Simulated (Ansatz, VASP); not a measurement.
# Two plane-wave programs on C

```
C
1.0
     1.22792    0.70894    3.51908
    -1.22792    0.70894    3.51908
     0.00000   -1.41788    3.51908
C
2
Direct
  0.16664 0.16664 0.16664
  0.83336 0.83336 0.83336
```

Alike in both runs: functional r2SCAN; k mesh 18 × 18 × 18; occupations gaussian, width 0.02 eV; no spin polarisation.

Ansatz relaxed the structure, and its values are those at the end. VASP's run is a single point on that final structure, the one shown.

|  | VASP | Ansatz |
| --- | --- | --- |
| version | VASP 6.6.1 | Ansatz 0.2.0 |
| potentials or method | VASP PAW PBE potentials, release 64 (C), cutoff 520 eV | scalar-relativistic, plane waves, PAW |
| valence electrons in the cell | 8 | 8 |

Ansatz gave:

| Item | Value |
| --- | --- |
| gap on the k mesh at the Fermi level (eV) | 0.52 |
| least direct gap on the mesh (eV) | 0.52 |
| pressure (GPa) | 0.0 |

**Question.** Estimate VASP's values.

**Answer.** gap on the k mesh at the Fermi level (eV): 0.52; least direct gap on the mesh (eV): 0.52; pressure (GPa): 0.7.

VASP's potentials were made for PBE, not for r2SCAN.
